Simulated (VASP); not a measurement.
# InSb (Fm-3m) in VASP: further runs

The runs below take InSb through relaxation of cell and atoms, with revPBE, PBEsol.

Program: VASP 6.6.1. These are calculated values, not measurements. Logs are shortened: lines on timing, memory, paths and dates and some standing lists are left out, and cuts for length are marked.

### Step 1. The cell of the first run

The structure is cubic, space group Fm-3m (No. 225). Conventional cell: a = 6.248 Å, b = 6.248 Å, c = 6.248 Å, α = 90.00°, β = 90.00°, γ = 90.00°. In (site symmetry m-3m) has 6 Sb at 3.12 Å within 4.1 Å. Within 4.1 Å of Sb (site symmetry m-3m) lie 6 In at 3.12 Å.

### Step 2. Relaxation of cell and atoms, revPBE

Contents of INCAR:

```
SYSTEM = InSb
ALGO = Normal ; EDIFF = 1E-7
EDIFFG = -0.01 ; ENCUT = 500
GGA = RE ; GGA_COMPAT = .False.
IBRION = 2 ; ISIF = 3
ISMEAR = -1 ; LASPH = .True.
LCHARG = .False. ; LREAL = .False.
LWAVE = .False. ; NELM = 120
NELMIN = 4 ; NSW = 60
PREC = Accurate ; SIGMA = 0.1
```

Contents of KPOINTS:

```
k-points
0
Gamma
  5 5 5
  0 0 0
```

Contents of POSCAR:

```
InSb
1.0
    0.0000000000      3.1242040000      3.1242040000
    3.1242040000      0.0000000000      3.1242040000
    3.1242040000      3.1242040000      0.0000000000
In Sb
1 1
Direct
    0.0000000000      0.0000000000      0.0000000000
    0.5000000000      0.5000000000      0.5000000000
```

Potentials or basis: VASP PAW PBE potentials, release 64 (In_d, Sb).

On the command line:

```console
$ cat potpaw_PBE.64/In_d/POTCAR potpaw_PBE.64/Sb/POTCAR > POTCAR
$ mpirun -np 1 vasp_std > vasp.out
```

OUTCAR:

```text
SYSTEM = InSb
   EDIFF = 1E-7
   EDIFFG = -0.01
   ENCUT = 500
   GGA = RE
   IBRION = 2
   ISIF = 3
   ISMEAR = -1
   LASPH = .True.
   LREAL = .False.
   NELM = 120
   NELMIN = 4
   NSW = 60
   PREC = Accurate

 ion  position               nearest neighbor table
   1  0.000  0.000  0.000-   2 3.12   2 3.12   2 3.12   2 3.12   2 3.12   2 3.12
   2  0.500  0.500  0.500-   1 3.12   1 3.12   1 3.12   1 3.12   1 3.12   1 3.12

  LATTYP: Found a face centered cubic cell.
 ALAT       =     6.2484080000

  Lattice vectors:

 A1 = (   0.0000000000,   3.1242040000,   3.1242040000)
 A2 = (   3.1242040000,   0.0000000000,   3.1242040000)
 A3 = (   3.1242040000,   3.1242040000,   0.0000000000)

Analysis of symmetry for initial positions (statically):
=====================================================================
 Subroutine PRICEL returns:
 Original cell was already a primitive cell.

 Routine SETGRP: Setting up the symmetry group for a
 face centered cubic supercell.

 Subroutine GETGRP returns: Found 48 space group operations
 (whereof 48 operations were pure point group operations)
 out of a pool of 48 trial point group operations.

The static configuration has the point symmetry O_h .

Analysis of symmetry for dynamics (positions and initial velocities):
=====================================================================
 Subroutine PRICEL returns:
 Original cell was already a primitive cell.

 Routine SETGRP: Setting up the symmetry group for a
 face centered cubic supercell.

 Subroutine GETGRP returns: Found 48 space group operations
 (whereof 48 operations were pure point group operations)
 out of a pool of 48 trial point group operations.

The dynamic configuration has the point symmetry O_h .

 Subroutine INISYM returns: Found 48 space group operations
 (whereof 48 operations are pure point group operations),
 and found     1 'primitive' translations

----------------------------------------------------------------------------------------

                                     Primitive cell

  volume of cell :      60.9885

  direct lattice vectors                    reciprocal lattice vectors
     0.000000000  3.124204000  3.124204000    -0.160040766  0.160040766  0.160040766
     3.124204000  0.000000000  3.124204000     0.160040766 -0.160040766  0.160040766
     3.124204000  3.124204000  0.000000000     0.160040766  0.160040766 -0.160040766

  length of vectors
     4.418291668  4.418291668  4.418291668     0.277198737  0.277198737  0.277198737

  position of ions in fractional coordinates (direct lattice)
     0.000000000  0.000000000  0.000000000
     0.500000000  0.500000000  0.500000000

  ion indices of the primitive-cell ions
   primitive index   ion index
                 1           1
                 2           2

----------------------------------------------------------------------------------------

 KPOINTS: k-points

Automatic generation of k-mesh.
 Grid dimensions read from file:
 generate k-points for:    5    5    5

 Generating k-lattice:

  Cartesian coordinates                     Fractional coordinates (reciprocal lattice)
    -0.032008153  0.032008153  0.032008153     0.200000000  0.000000000  0.000000000
     0.032008153 -0.032008153  0.032008153     0.000000000  0.200000000  0.000000000
     0.032008153  0.032008153 -0.032008153     0.000000000  0.000000000  0.200000000

  Length of vectors
     0.055439747  0.055439747  0.055439747

  Shift w.r.t. Gamma in fractional coordinates (k-lattice)
     0.000000000  0.000000000  0.000000000

 Subroutine IBZKPT returns following result:
 ===========================================

 Found     10 irreducible k-points:

 Following reciprocal coordinates:
            Coordinates               Weight
  0.000000  0.000000  0.000000      1.000000
  0.200000  0.000000  0.000000      8.000000
  0.400000  0.000000  0.000000      8.000000
  0.200000  0.200000  0.000000      6.000000
  0.400000  0.200000  0.000000     24.000000
 -0.400000  0.200000  0.000000     24.000000
 -0.200000  0.200000  0.000000     12.000000
  0.400000  0.400000  0.000000      6.000000
 -0.400000  0.400000  0.000000     12.000000
 -0.400000  0.400000  0.200000     24.000000
   k-points           NKPTS =     10   k-points in BZ     NKDIM =     10   number of bands    NBANDS=     13
   number of dos      NEDOS =    301   number of ions     NIONS =      2
   total plane-waves  NPLWV =  32768
   dimension x,y,z NGX =    32 NGY =   32 NGZ =   32
   dimension x,y,z NGXF=    64 NGYF=   64 NGZF=   64
   ions per type =               1   1
   NGX,Y,Z   is equivalent  to a cutoff of  12.04, 12.04, 12.04 a.u.
   NGXF,Y,Z  is equivalent  to a cutoff of  24.08, 24.08, 24.08 a.u.
 SYSTEM =  InSb
   PREC   = accura    normal or accurate (medium, high low for compatibility)
   ISTART =      0    job   : 0-new  1-cont  2-samecut
   ICHARG =      2    charge: 1-file 2-atom 10-const
   ISPIN  =      1    spin polarized calculation?
   LNONCOLLINEAR =      F non collinear calculations
   LSORBIT =      F    spin-orbit coupling
   LASPH  =      T    aspherical Exc in radial PAW
   ENCUT  =  500.0 eV  36.75 Ry    6.06 a.u.   8.06  8.06  8.06*2*pi/ulx,y,z
   NELM   =    120;   NELMIN=  4; NELMDL= -5     # of ELM steps
   EDIFF  = 0.1E-06   stopping-criterion for ELM
   LREAL  =      F    real-space projection
   EDIFFG = -.1E-01   stopping-criterion for IOM
   NSW    =     60    number of steps for IOM
   IBRION =      2    ionic relax: 0-MD 1-quasi-New 2-CG
   NFREE  =      1    steps in history (QN), initial steepest desc. (CG)
   ISIF   =      3    stress and relaxation
   ISYM   =      2    0-nonsym 1-usesym 2-fastsym
   POTIM  = 0.5000    time-step for ionic-motion
   TEBEG  =    0.0;   TEEND  =   0.0 temperature during run
   PSTRESS=    0.0 pullay stress
   NELECT =      18.0000    total number of electrons
   NUPDOWN=      -1.0000    fix difference up-down
   EMIN   =  10.00;   EMAX   =-10.00  energy-range for DOS
   EFERMI =   0.00;   METHOD = LEGACY
   ISMEAR =    -1;   SIGMA  =   0.10  broadening in eV -4-tet -1-fermi 0-gaus
   EFERMI_NEDOS =   21; number of points for ismear=-14 and -15
   IALGO  =     38    algorithm
   IMIX   =      4    mixing-type and parameters
     AMIX     =   0.40;   BMIX     =  1.00
     AMIX_MAG =   1.60;   BMIX_MAG =  1.00
  volume/ion in A,a.u.               =      30.49       205.79
  Fermi-wavevector in a.u.,A,eV,Ry     =   1.089974  2.059753 16.164321  1.188044
  Thomas-Fermi vector in A             =   2.226189
   LORBIT       =      0    0 simple, 1 ext, 2 COOP (PROOUT), +10 PAW based schemes
   GGA     = RE    functional components
   LHFCALC =     F    Hartree Fock is set to
   AEXX    =    0.0000 exact exchange contribution
   IVDW    =     0    specifies the selected vdW correction
   LEPSILON=     F    determine dielectric tensor
   LRPA    =     F    only Hartree local field effects (RPA)
 conjugate gradient relaxation of ions
 non-spin polarized calculation
  energy-cutoff  :      500.00
  volume of cell :       60.99
 maximum number of plane-waves:      1562
   NGX = 17   NGY = 17   NGZ = 17

--------------------------------------- Ionic step        1  -------------------------------------------

 number of electron      18.0000010 magnetization

 Free energy of the ion-electron system (eV)
  ---------------------------------------------------
  ext. energy  EPLUGINS =         0.00000000
  ---------------------------------------------------
  free energy    TOTEN  =        -6.01050472 eV

  energy without entropy =       -5.94945531  energy(sigma->0) =       -5.97998001

------------------------ aborting loop because EDIFF is reached ----------------------------------------

  FORCE on cell =-STRESS in cart. coord.  units (eV):
  Direction    XX          YY          ZZ          XY          YZ          ZX
  --------------------------------------------------------------------------------------
  -------------------------------------------------------------------------------------
  Total       -0.3072660     -0.3072660     -0.3072660     -0.0000000      0.0000000      0.0000000
  in kB       -8.0719224     -8.0719224     -8.0719224     -0.0000000      0.0000000      0.0000000
  external PRESSURE =      -8.0719224 kB  Pullay stress =       0.0000000 kB

 VOLUME and BASIS-vectors are now :
 -----------------------------------------------------------------------------
  energy-cutoff  :      500.00
  volume of cell :       60.99
      direct lattice vectors                 reciprocal lattice vectors
     0.000000000  3.124204000  3.124204000    -0.160040766  0.160040766  0.160040766
     3.124204000  0.000000000  3.124204000     0.160040766 -0.160040766  0.160040766
     3.124204000  3.124204000  0.000000000     0.160040766  0.160040766 -0.160040766
[... 37 lines left out ...]
 POSITION                                       TOTAL-FORCE (eV/Angst)
 -----------------------------------------------------------------------------------
      3.10105      3.10105      0.00000        -0.000000     -0.000000      0.000000
      3.10105      3.10105      3.10105         0.000000      0.000000     -0.000000
 -----------------------------------------------------------------------------------
    total drift:                                0.000000     -0.000000     -0.000000

  FREE ENERGIE OF THE ION-ELECTRON SYSTEM (eV)
  ---------------------------------------------------
  free  energy   TOTEN  =        -6.0135188906 eV

  energy  without entropy=       -5.9533783634  energy(sigma->0) =       -5.98344863

--------------------------------------- Ionic step        3  -------------------------------------------

 number of electron      18.0000011 magnetization

 Free energy of the ion-electron system (eV)
  ---------------------------------------------------
  ext. energy  EPLUGINS =         0.00000000
  ---------------------------------------------------
  free energy    TOTEN  =        -6.01357497 eV

  energy without entropy =       -5.95332638  energy(sigma->0) =       -5.98345067

 E-fermi :   6.4348     XC(G=0):  -9.5088

 val. band max:        6.3539655449   @ k =   0.2000   0.0000   0.0000
 cond. band min:       6.4471909479   @ k =   0.4000   0.2000   0.0000
 fundamental gap:      0.0932254030
 Fermi energy:         6.4348427154

 k-point     1 :       0.0000    0.0000    0.0000
  band No.  band energies     occupation
      1      -8.0659      2.00000
      2      -8.0659      2.00000
      3      -8.0414      2.00000
      4      -8.0414      2.00000
      5      -8.0414      2.00000
      6      -4.3609      2.00000
      7       5.6696      1.99905
      8       6.2981      1.59408
      9       6.2981      1.59408
     10       6.2981      1.59408
     11      12.2794      0.00000
     12      12.2794      0.00000
     13      12.2794      0.00000

 k-point     2 :       0.2000    0.0000    0.0000
  band No.  band energies     occupation
      1      -8.0743      2.00000
      2      -8.0743      2.00000
      3      -8.0413      2.00000
      4      -8.0338      2.00000
      5      -8.0338      2.00000
      6      -3.9629      2.00000
      7       3.0664      2.00000
      8       6.3540      1.38370
      9       6.3540      1.38370
     10       8.0429      0.00000
     11      10.6286      0.00000
[... 150 lines left out ...]
 POSITION                                       TOTAL-FORCE (eV/Angst)
 -----------------------------------------------------------------------------------
      0.00000      0.00000      0.00000         0.000000      0.000000      0.000000
      3.10379      3.10379      3.10379         0.000000      0.000000     -0.000000
 -----------------------------------------------------------------------------------
    total drift:                                0.000000     -0.000000     -0.000000

  FREE ENERGIE OF THE ION-ELECTRON SYSTEM (eV)
  ---------------------------------------------------
  free  energy   TOTEN  =        -6.0135749686 eV

  energy  without entropy=       -5.9533263792  energy(sigma->0) =       -5.98345067

 reached required accuracy - stopping structural energy minimisation
```

Run time: 46 s. Hardware: 1 thread of AMD EPYC 7R13, shared host; peak memory 0.16 GiB.

Results:

```
Free energy                            : -6.0136 eV
Relaxed volume                         : 29.90 Å³/atom
Relaxed cell                           : a = 4.389 Å, b = 4.389 Å, c = 4.389 Å, α = 60.00°, β = 60.00°, γ = 60.00°
Space group after relaxing (to 0.05 Å) : Fm-3m (No. 225)
Energy gained by relaxing              : 1.5 meV/atom
Ionic steps                            : 3
Pressure after relaxing                : 0.0 GPa
Band gap on the k mesh                 : zero (band 9 reaches 6.83 eV, above the bottom of band 10 at 4.47 eV)
```

Step by step:
```
step  energy change (eV)  largest force (eV/Å)  pressure (GPa)  volume (Å³)
   1              0.0000                0.0000           -0.81        60.99
   2             -0.0030                0.0000            0.12        59.64
   3             -0.0031                0.0000            0.00        59.80
```

Final structure:
```
CELL_PARAMETERS angstrom
0.00000 3.10379 3.10379
3.10379 0.00000 3.10379
3.10379 3.10379 0.00000
ATOMIC_POSITIONS crystal
In 0.00000 0.00000 0.00000
Sb 0.50000 0.50000 0.50000
```

Levels at points of the mesh, in eV from the Fermi level:
```tsv
k point	band 6	band 7	band 8	band 9	band 10	band 11	band 12	band 13
(0.00, 0.00, 0.00)	-10.80	-0.77	-0.14	-0.14	-0.14	5.84	5.84	5.84
```

Caveat: the PAW data sets were made with another functional, which shifts forces and pressure a little; spin-orbit coupling is left out, which moves the levels of the heavy elements.

### Step 3. Relaxation of cell and atoms, PBEsol

Contents of INCAR:

```
SYSTEM = InSb
PREC     = Accurate       ! precision mode
ENCUT    = 500            ! plane-wave cutoff, eV
EDIFF    = 1E-7           ! SCF threshold, eV
ISMEAR   = -5             ! smearing method
SIGMA    = 0.1            ! smearing width, eV
LREAL    = .False.        ! projectors in reciprocal space
LASPH    = .True.         ! aspherical terms in the spheres
NELM     = 120            ! most SCF steps
ALGO     = Normal         ! electronic algorithm
ISIF     = 3              ! what is computed and relaxed
LWAVE    = .False.        ! write WAVECAR
LCHARG   = .False.        ! write CHGCAR
GGA      = PS             ! functional
IBRION   = 2              ! ionic algorithm
NSW      = 60             ! ionic steps
EDIFFG   = -0.01          ! ionic threshold
GGA_COMPAT= .False.      
NELMIN   = 4
```

Contents of KPOINTS:

```
Automatic mesh
0
Gamma
  5 5 5
  0 0 0
```

POSCAR is that of step 2.

Potentials or basis: VASP PAW PBE potentials, release 64 (In_d, Sb).

On the command line:

```console
$ cat potpaw_PBE.64/In_d/POTCAR potpaw_PBE.64/Sb/POTCAR > POTCAR
$ mpirun -np 1 vasp_std > vasp.out
```

Run time: 63 s. Hardware: 1 thread of AMD EPYC 7R13, shared host; peak memory 0.16 GiB.

Results (log left out):

- Free energy: -7.5203 eV
- Relaxed volume: 27.32 Å³/atom
- Relaxed cell: a = 4.259 Å, b = 4.259 Å, c = 4.259 Å, α = 60.00°, β = 60.00°, γ = 60.00°
- Space group after relaxing (to 0.05 Å): Fm-3m (No. 225)
- Energy gained by relaxing: 49.8 meV/atom
- Ionic steps: 3
- Pressure after relaxing: 0.0 GPa
- Band gap on the k mesh: zero (band 9 reaches 7.77 eV, above the bottom of band 10 at 5.05 eV)

The path:
```tsv
step	energy change (eV)	largest force (eV/Å)	pressure (GPa)	volume (Å³)
1	0.0000	0.0000	-4.83	60.99
2	-0.0932	0.0000	1.23	53.23
3	-0.0996	0.0000	0.03	54.63
```

Final structure:
```
In Sb
1.0
     0.00000    3.01166    3.01166
     3.01166    0.00000    3.01166
     3.01166    3.01166    0.00000
In Sb
1 1
Cartesian
  0.0000 0.0000 0.0000
  3.0117 3.0117 3.0117
```

Levels at points of the mesh, in eV from the Fermi level:
```tsv
k point	band 7	band 8	band 9	band 10	band 11	band 12
(0.00, 0.00, 0.00)	-0.04	0.05	0.05	0.05	6.26	6.26
```

Caveat: the PAW data sets were made with another functional, which shifts forces and pressure a little; spin-orbit coupling is left out, which moves the levels of the heavy elements; tetrahedron occupations give inexact forces and stress in metals.
